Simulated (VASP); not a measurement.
A run of VASP 6.6.1 is set up as follows.

Contents of INCAR:

```
SYSTEM = KCl
  PREC = Accurate
  ENCUT = 520
  EDIFF = 1E-6
  ISMEAR = -1
  SIGMA = 0.05
  LREAL = .False.
  LASPH = .True.
  NELM = 80
  ALGO = Normal
  ISIF = 2
  LWAVE = .False.
  LCHARG = .False.
  GGA = PS
  NBANDS = 42
```

File KPOINTS:

```
regular mesh
0
Gamma
  4 4 4
  0 0 0
```

Contents of POSCAR:

```
KCl
1.0
    5.3049789256      0.0056800460     -0.0012644169
   -5.2953185149      9.1622263476      0.0023968470
   -0.0016416985      0.0007357047      6.1888493347
K Cl
4 4
Direct
    0.3010159953      0.3202395403      0.2509005757
    0.6355805354      0.1541590753      0.7508525968
    0.3061894615      0.8201790925      0.2511152351
    0.6409074523      0.6542418964      0.7511001744
    0.6352900417      0.1539234610      0.2508528572
    0.3013144415      0.3205218211      0.7508938344
    0.6405142952      0.6538691126      0.2511070046
    0.3064935018      0.8204868926      0.7511309797
```

Potentials or basis: VASP PAW PBE potentials, release 64 (K_sv, Cl).

The run is started by

```sh
$ cat potpaw_PBE.64/K_sv/POTCAR potpaw_PBE.64/Cl/POTCAR > POTCAR
$ mpirun -np 1 vasp_std > vasp.out
```

Task: Predict the band gap on the k mesh.

Result: 4.80 eV.

Task: Estimate the pressure.

Result: 0.0 GPa.

Forces in eV/Å, atoms in the order of the input:
```
K    0.001  0.000  0.000
K    0.000  0.000  0.000
K   -0.001  0.001  0.000
K   -0.001 -0.002  0.000
Cl   0.000  0.000  0.000
Cl   0.001  0.000  0.000
Cl  -0.001  0.001  0.000
Cl   0.000  0.000 -0.001
```

Caveat: the PAW data sets were made with another functional, which shifts forces and pressure a little. A k mesh can miss the band edges.
